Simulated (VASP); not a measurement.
A run of VASP 6.6.1 is set up as follows.

The input INCAR:

```
SYSTEM = MgI2
ALGO = Normal ; DIPOL = 0.5 0.5 0.404
EDIFF = 1E-7 ; ENCUT = 520
GGA = PE ; IDIPOL = 3
ISIF = 2 ; ISMEAR = 0
IVDW = 12 ; LASPH = .TRUE.
LCHARG = .TRUE. ; LDIPOL = .TRUE.
LELF = .TRUE. ; LREAL = .FALSE.
LVACPOTAV = .TRUE. ; LVHAR = .TRUE.
LWAVE = .FALSE. ; NBANDS = 25
NELM = 100 ; PREC = Accurate
SIGMA = 0.05
```

KPOINTS

```
k-points
0
G
  9 9 1
  0 0 0
```

Contents of POSCAR:

```
MgI2
1.0
    4.1311064662      0.0000000000      0.0000000000
   -2.0655532331      3.5776431455      0.0000000000
    0.0000000000      0.0000000000     24.2265088138
I Mg
4 2
Direct
    0.3333333333      0.6666666667      0.1857469450
    0.6666666667      0.3333333333      0.3245723297
    0.6666666667      1.0000000000      0.4826636185
    0.3333333333      1.3333333333      0.6214890032
    0.0000000000      0.0000000000      0.2551596374
    1.0000000000      1.6666666667      0.5520763108
```

Potentials or basis: VASP PAW PBE potentials, release 64 (I, Mg).

The run is started by

```sh
$ cat potpaw_PBE.64/I/POTCAR potpaw_PBE.64/Mg/POTCAR > POTCAR
$ mpirun -np 1 vasp_std > vasp.out
```

(1) What does it give for the band gap on the k mesh?

(2) Estimate the dispersion energy per atom.

Results:

(1) 3.54 eV, indirect (least direct gap 3.93 eV).

(2) -0.266 eV.

Caveat: spin-orbit coupling is left out, which moves the levels of the heavy elements.
